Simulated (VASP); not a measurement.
# HfO2 in VASP: single point with PBEsol

Aim: the single point of HfO2 with PBEsol.

Program: VASP 6.6.1. These are calculated values, not measurements. Logs are shortened: lines on timing, memory, paths and dates and some standing lists are left out, and cuts for length are marked.

### 1 The cell of the first run

The typed cell holds 12 atoms: a = 5.068 Å, b = 5.068 Å, c = 5.068 Å, α = 90.00°, β = 90.00°, γ = 90.00°.

### 2 Single point, PBEsol

The input, INCAR:

```
SYSTEM = HfO2
PREC = Accurate ; ENCUT = 520
EDIFF = 1E-7 ; ISMEAR = 0
SIGMA = 0.01 ; LREAL = .False.
LASPH = .True. ; NELM = 80
ALGO = Normal ; ISIF = 2
LWAVE = .False. ; LCHARG = .False.
GGA = PS ; NBANDS = 56
```

The input, KPOINTS:

```
Automatic mesh
0
Gamma
  4 4 4
  0 0 0
```

The input, POSCAR:

```
HfO2
1.0
    5.0677316842     -0.0000977099     -0.0000977099
   -0.0000977099      5.0677316842     -0.0000977099
   -0.0000977099     -0.0000977099      5.0677316842
Hf O
4 8
Direct
    0.9986485504      0.9986485504      0.9986485504
   -0.0013414016      0.4986616455      0.4986606320
    0.4986606320     -0.0013414016      0.4986616455
    0.4986616455      0.4986606320     -0.0013414016
    0.2282960648      0.2282960648      0.2282960648
    0.2756508856      0.2756448018      0.7216579809
    0.2756448018      0.7216579809      0.2756508856
    0.2283279835      0.7690309549      0.7690423626
    0.7216579809      0.2756508856      0.2756448018
    0.7690423626      0.2283279835      0.7690309549
    0.7690309549      0.7690423626      0.2283279835
    0.7217299290      0.7217299290      0.7217299290
```

Potentials or basis: VASP PAW PBE potentials, release 64 (Hf_pv, O).

Run with:

```bash
$ cat potpaw_PBE.64/Hf_pv/POTCAR potpaw_PBE.64/O/POTCAR > POTCAR
$ mpirun -np 1 vasp_std > vasp.out
```

OUTCAR:

```text
SYSTEM = HfO2
   PREC = Accurate
   ENCUT = 520
   EDIFF = 1E-7
   ISMEAR = 0
   LREAL = .False.
   LASPH = .True.
   NELM = 80
   ISIF = 2
   GGA = PS

 ion  position               nearest neighbor table
   1  0.999  0.999  0.999-   8 2.02  10 2.02  11 2.02   5 2.02  12 2.43   6 2.43   7 2.43   9 2.43
                             3 3.58   4 3.58   2 3.58   3 3.58   2 3.58   4 3.58   2 3.58   4 3.58
   2  0.999  0.499  0.499-   9 2.13   7 2.13   6 2.13  12 2.13  10 2.26  11 2.26   5 2.26   8 2.26
                             1 3.58   4 3.58   3 3.58   4 3.58   3 3.58   1 3.58   3 3.58   4 3.58
   3  0.499  0.999  0.499-   7 2.13   6 2.13   9 2.13  12 2.13  11 2.26   8 2.26   5 2.26  10 2.26
                             1 3.58   4 3.58   2 3.58   2 3.58   4 3.58   1 3.58   4 3.58   2 3.58
   4  0.499  0.499  0.999-   6 2.13   9 2.13   7 2.13  12 2.13   8 2.26  10 2.26   5 2.26  11 2.26
                             1 3.58   2 3.58   3 3.58   2 3.58   3 3.58   1 3.58   3 3.58   2 3.58
   5  0.228  0.228  0.228-   1 2.02   2 2.26   3 2.26   4 2.26
   6  0.276  0.276  0.722-   4 2.13   3 2.13   2 2.13   1 2.43
   7  0.276  0.722  0.276-   3 2.13   2 2.13   4 2.13   1 2.43
   8  0.228  0.769  0.769-   1 2.02   4 2.26   3 2.26   2 2.26
   9  0.722  0.276  0.276-   2 2.13   4 2.13   3 2.13   1 2.43
  10  0.769  0.228  0.769-   1 2.02   2 2.26   4 2.26   3 2.26
  11  0.769  0.769  0.228-   1 2.02   3 2.26   2 2.26   4 2.26
  12  0.722  0.722  0.722-   2 2.13   3 2.13   4 2.13   1 2.43

  LATTYP: Found a trigonal (rhomboedric) cell.
 ALAT       =     5.0677316861
 COS(alpha) =    -0.0000385612

  Lattice vectors:

 A1 = (   5.0677316842,  -0.0000977099,  -0.0000977099)
 A2 = (  -0.0000977099,   5.0677316842,  -0.0000977099)
 A3 = (  -0.0000977099,  -0.0000977099,   5.0677316842)

Analysis of symmetry for initial positions (statically):
=====================================================================
 Subroutine PRICEL returns:
 Original cell was already a primitive cell.

 Routine SETGRP: Setting up the symmetry group for a
 trigonal (rhombohedral) supercell.

 Subroutine GETGRP returns: Found  3 space group operations
 (whereof  3 operations were pure point group operations)
 out of a pool of 12 trial point group operations.

The static configuration has the point symmetry C_3 .

Analysis of symmetry for dynamics (positions and initial velocities):
=====================================================================
 Subroutine PRICEL returns:
 Original cell was already a primitive cell.

 Routine SETGRP: Setting up the symmetry group for a
 trigonal (rhombohedral) supercell.

 Subroutine GETGRP returns: Found  3 space group operations
 (whereof  3 operations were pure point group operations)
 out of a pool of 12 trial point group operations.

The dynamic configuration has the point symmetry C_3 .

 Subroutine INISYM returns: Found  3 space group operations
 (whereof  3 operations are pure point group operations),
 and found     1 'primitive' translations

----------------------------------------------------------------------------------------

                                     Primitive cell

  volume of cell :     130.1490

  direct lattice vectors                    reciprocal lattice vectors
     5.067731684 -0.000097710 -0.000097710     0.197326943  0.000003805  0.000003805
    -0.000097710  5.067731684 -0.000097710     0.000003805  0.197326943  0.000003805
    -0.000097710 -0.000097710  5.067731684     0.000003805  0.000003805  0.197326943

  length of vectors
     5.067731686  5.067731686  5.067731686     0.197326943  0.197326943  0.197326943

  position of ions in fractional coordinates (direct lattice)
     0.998648550  0.998648550  0.998648550
     0.998658598  0.498661646  0.498660632
     0.498660632  0.998658598  0.498661646
     0.498661646  0.498660632  0.998658598
     0.228296065  0.228296065  0.228296065
     0.275650886  0.275644802  0.721657981
     0.275644802  0.721657981  0.275650886
     0.228327984  0.769030955  0.769042363
     0.721657981  0.275650886  0.275644802
     0.769042363  0.228327984  0.769030955
     0.769030955  0.769042363  0.228327984
     0.721729929  0.721729929  0.721729929

  ion indices of the primitive-cell ions
   primitive index   ion index
                 1           1
[... 25 lines left out ...]
     0.000000951  0.000000951  0.049331736    -0.000000000 -0.000000000  0.250000000

  Length of vectors
     0.049331736  0.049331736  0.049331736

  Shift w.r.t. Gamma in fractional coordinates (k-lattice)
     0.000000000  0.000000000  0.000000000

 Subroutine IBZKPT returns following result:
 ===========================================

 Found     14 irreducible k-points:

 Following reciprocal coordinates:
            Coordinates               Weight
  0.000000  0.000000  0.000000      1.000000
  0.250000 -0.000000 -0.000000      6.000000
  0.500000 -0.000000 -0.000000      3.000000
  0.250000  0.250000 -0.000000      6.000000
  0.500000  0.250000  0.000000      6.000000
  0.500000  0.000000 -0.250000      6.000000
 -0.250000  0.250000  0.000000      6.000000
  0.500000  0.500000 -0.000000      3.000000
  0.250000  0.250000  0.250000      2.000000
  0.500000  0.250000  0.250000      6.000000
 -0.250000  0.250000  0.250000      6.000000
  0.500000  0.500000  0.250000      6.000000
 -0.250000  0.500000  0.250000      6.000000
  0.500000  0.500000  0.500000      1.000000
   k-points           NKPTS =     14   k-points in BZ     NKDIM =     14   number of bands    NBANDS=     56
   number of dos      NEDOS =    301   number of ions     NIONS =     12
   total plane-waves  NPLWV =  64000
   dimension x,y,z NGX =    40 NGY =   40 NGZ =   40
   dimension x,y,z NGXF=    80 NGYF=   80 NGZF=   80
   ions per type =               4   8
   NGX,Y,Z   is equivalent  to a cutoff of  13.12, 13.12, 13.12 a.u.
   NGXF,Y,Z  is equivalent  to a cutoff of  26.24, 26.24, 26.24 a.u.
 SYSTEM =  HfO2
   PREC   = accura    normal or accurate (medium, high low for compatibility)
   ISTART =      0    job   : 0-new  1-cont  2-samecut
   ICHARG =      2    charge: 1-file 2-atom 10-const
   ISPIN  =      1    spin polarized calculation?
   LNONCOLLINEAR =      F non collinear calculations
   LSORBIT =      F    spin-orbit coupling
   LASPH  =      T    aspherical Exc in radial PAW
   ENCUT  =  520.0 eV  38.22 Ry    6.18 a.u.   9.42  9.42  9.42*2*pi/ulx,y,z
   NELM   =     80;   NELMIN=  2; NELMDL= -5     # of ELM steps
   EDIFF  = 0.1E-06   stopping-criterion for ELM
   LREAL  =      F    real-space projection
   EDIFFG = 0.1E-05   stopping-criterion for IOM
   NSW    =      0    number of steps for IOM
   IBRION =     -1    ionic relax: 0-MD 1-quasi-New 2-CG
   NFREE  =      0    steps in history (QN), initial steepest desc. (CG)
   ISIF   =      2    stress and relaxation
   ISYM   =      2    0-nonsym 1-usesym 2-fastsym
   POTIM  = 0.5000    time-step for ionic-motion
   TEBEG  =    0.0;   TEEND  =   0.0 temperature during run
   PSTRESS=    0.0 pullay stress
   NELECT =      88.0000    total number of electrons
   NUPDOWN=      -1.0000    fix difference up-down
   EMIN   =  10.00;   EMAX   =-10.00  energy-range for DOS
   EFERMI =   0.00;   METHOD = LEGACY
   ISMEAR =     0;   SIGMA  =   0.01  broadening in eV -4-tet -1-fermi 0-gaus
   EFERMI_NEDOS =   21; number of points for ismear=-14 and -15
   IALGO  =     38    algorithm
   IMIX   =      4    mixing-type and parameters
     AMIX     =   0.40;   BMIX     =  1.00
     AMIX_MAG =   1.60;   BMIX_MAG =  1.00
  volume/ion in A,a.u.               =      10.85        73.19
  Fermi-wavevector in a.u.,A,eV,Ry     =   1.436885  2.715320 28.091125  2.064639
  Thomas-Fermi vector in A             =   2.556024
   LORBIT       =      0    0 simple, 1 ext, 2 COOP (PROOUT), +10 PAW based schemes
   GGA     = PS    functional components
   LHFCALC =     F    Hartree Fock is set to
   AEXX    =    0.0000 exact exchange contribution
   IVDW    =     0    specifies the selected vdW correction
   LEPSILON=     F    determine dielectric tensor
   LRPA    =     F    only Hartree local field effects (RPA)
 non-spin polarized calculation
 Gauss-broadening in eV      SIGMA  =   0.01
  energy-cutoff  :      520.00
  volume of cell :      130.15
 maximum number of plane-waves:      3544
 NGX is ok and might be reduce to    40
   NGX = 19   NGY = 19   NGZ = 19

 number of electron      88.0000006 magnetization

 Free energy of the ion-electron system (eV)
  ---------------------------------------------------
  ext. energy  EPLUGINS =         0.00000000
  ---------------------------------------------------
  free energy    TOTEN  =      -126.71968889 eV

  energy without entropy =     -126.71968889  energy(sigma->0) =     -126.71968889

 E-fermi :   3.5465     XC(G=0): -12.1060

 val. band max:        3.4786368898   @ k =   0.5000  -0.0000  -0.0000
 cond. band min:       7.8024239244   @ k =   0.0000   0.0000   0.0000
 fundamental gap:      4.3237870346
 Fermi energy:         3.5464585792

 k-point     1 :       0.0000    0.0000    0.0000
  band No.  band energies     occupation
      1     -25.9161      2.00000
      2     -25.9161      2.00000
      3     -25.9160      2.00000
      4     -25.6329      2.00000
      5     -25.6329      2.00000
      6     -25.6329      2.00000
[... 815 lines left out ...]
     55      11.0250      0.00000
     56      11.0915      0.00000

------------------------ aborting loop because EDIFF is reached ----------------------------------------

  FORCE on cell =-STRESS in cart. coord.  units (eV):
  Direction    XX          YY          ZZ          XY          YZ          ZX
  --------------------------------------------------------------------------------------
  -------------------------------------------------------------------------------------
  Total       -2.7932181     -2.7932181     -2.7932181      0.0013134      0.0013134      0.0013134
  in kB      -34.3854402    -34.3854402    -34.3854402      0.0161682      0.0161682      0.0161682
  external PRESSURE =     -34.3854402 kB  Pullay stress =       0.0000000 kB

 VOLUME and BASIS-vectors are now :
 -----------------------------------------------------------------------------
  energy-cutoff  :      520.00
  volume of cell :      130.15
      direct lattice vectors                 reciprocal lattice vectors
     5.067731684 -0.000097710 -0.000097710     0.197326943  0.000003805  0.000003805
    -0.000097710  5.067731684 -0.000097710     0.000003805  0.197326943  0.000003805
    -0.000097710 -0.000097710  5.067731684     0.000003805  0.000003805  0.197326943

 POSITION                                       TOTAL-FORCE (eV/Angst)
 -----------------------------------------------------------------------------------
      5.06069      5.06069      5.06069        -0.000076     -0.000076     -0.000076
      5.06084      2.52694      2.52693         0.000157      0.000124      0.000302
      2.52693      5.06084      2.52694         0.000302      0.000157      0.000124
      2.52694      2.52693      5.06084         0.000124      0.000302      0.000157
      1.15690      1.15690      1.15690        -0.006289     -0.006289     -0.006289
      1.39683      1.39680      3.65712         0.007500      0.007602     -0.006289
      1.39680      3.65712      1.39683         0.007602     -0.006289      0.007500
      1.15695      3.89715      3.89720        -0.005050      0.005268      0.004971
      3.65712      1.39683      1.39680        -0.006289      0.007500      0.007602
      3.89720      1.15695      3.89715         0.004971     -0.005050      0.005268
      3.89715      3.89720      1.15695         0.005268      0.004971     -0.005050
      3.65739      3.65739      3.65739        -0.008221     -0.008221     -0.008221
 -----------------------------------------------------------------------------------
    total drift:                                0.000369      0.000369      0.000368

  FREE ENERGIE OF THE ION-ELECTRON SYSTEM (eV)
  ---------------------------------------------------
  free  energy   TOTEN  =      -126.7196888908 eV

  energy  without entropy=     -126.7196888908  energy(sigma->0) =     -126.71968889
```

It took 56 s on 1 thread of Intel Xeon 6975P-C (Granite Rapids), shared host; peak memory 0.27 GiB.

Results:

* Free energy: -126.7197 eV
* Pressure: -3.4 GPa
* Largest force: 0.014 eV/Å
* Band gap on the k mesh: 4.32 eV (least direct gap 4.37 eV)

Forces on the atoms (eV/Å):
```
Hf   0.000  0.000  0.000
Hf   0.000  0.000  0.000
Hf   0.000  0.000  0.000
Hf   0.000  0.000  0.000
O   -0.006 -0.006 -0.006
O    0.007  0.008 -0.006
O    0.008 -0.006  0.007
O   -0.005  0.005  0.005
O   -0.006  0.007  0.008
O    0.005 -0.005  0.005
O    0.005  0.005 -0.005
O   -0.008 -0.008 -0.008
```

Levels at points of the mesh, in eV from the valence-band top:
```csv
k point,band 40,band 41,band 42,band 43,band 44,band 45,band 46,band 47,band 48,band 49
"(0.00, 0.00, 0.00)",-0.16,-0.16,-0.04,-0.04,-0.04,4.32,4.32,5.21,5.21,5.47
"(0.50, 0.00, 0.00)",-0.28,-0.02,-0.02,0.00,0.00,5.01,5.10,5.43,5.64,5.68
"(0.50, 0.50, 0.00)",-1.39,-0.39,-0.33,-0.20,-0.20,4.81,4.81,5.28,5.45,5.70
"(0.50, 0.50, 0.50)",-1.22,-1.22,-1.04,-1.04,-1.04,5.09,5.09,5.09,5.28,5.28
```

Caveat: the cell stands under tension; the PAW data sets were made with another functional, which shifts forces and pressure a little; spin-orbit coupling is left out, which moves the levels of the heavy elements. A k mesh can miss the band edges.
